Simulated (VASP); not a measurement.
Al, 1 atom in the cell. The structure is cubic, space group Fm-3m (No. 225). Conventional cell: a = 4.050 Å, b = 4.050 Å, c = 4.050 Å, α = 90.00°, β = 90.00°, γ = 90.00°. Al (site symmetry m-3m) has 12 Al at 2.86 Å within 3.8 Å. 

| Quantity | Value |
| --- | --- |
| Program | VASP 6.6.1 |
| Task | single point |
| Functional | PBE |
| Potentials or basis | VASP PAW PBE potentials, release 64 (Al) |
| Cutoff | 520 eV |
| k mesh | 11 × 11 × 11 |
| Occupations | gaussian, width 0.015 eV |
| Spin | no spin polarisation |
| Dipole correction | no |
| Further INCAR settings | ALGO = Fast; EDIFF = 1e-06; NBANDS = 8 |

Potentials or basis: VASP PAW PBE potentials, release 64 (Al).

Launch:

```bash
$ cat potpaw_PBE.64/Al/POTCAR > POTCAR
$ mpirun -np 1 vasp_std > vasp.out
```

Hardware: 1 thread of Intel(R) Xeon(R) Platinum 8488C (Sapphire Rapids) (shared host).

Q: Estimate the wall time of this run.

A: Wall time 3.6 s on 1 thread of Intel(R) Xeon(R) Platinum 8488C (Sapphire Rapids), with other jobs on the host, peak memory 0.13 GiB. Counts: scf iterations 10, k points 56.
